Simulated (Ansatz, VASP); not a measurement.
# One calculation of InP, two programs

```
In P
1.0
     0.00000    2.93050    2.97446
     2.93050    0.00000    2.97446
     2.93050    2.93050    0.00000
In P
1 1
Direct
  0.00000 0.00000 0.00000
  0.75000 0.75000 0.75000
```

Change from the starting cell: strain +0.000 along x and y, +0.015 along z, atoms carried along.

Alike in both runs: task single point; functional r2SCAN; k mesh 8 × 8 × 8; occupations gaussian, width 0.05 eV; no spin polarisation.

|  | VASP | Ansatz |
| --- | --- | --- |
| version | VASP 6.6.1 | Ansatz 0.2.0 |
| potentials or method | VASP PAW PBE potentials, release 64 (In_d, P), cutoff 520 eV | scalar-relativistic, plane waves, PAW |
| valence electrons in the cell | 18 | 18 |

```csv
,VASP,Ansatz,Ansatz less VASP
gap on the k mesh at the Fermi level (eV),1.06,1.05,-0.004
least direct gap on the mesh (eV),1.06,1.05,-0.004
pressure (GPa),0.5,0.6,+0.10
"traceless stress, the component that is largest in VASP (GPa)",-0.46,-0.45,+0.004
```

VASP's potentials were made for PBE, not for r2SCAN. With one functional, cell and mesh, what is left measures potentials, basis and numerics.
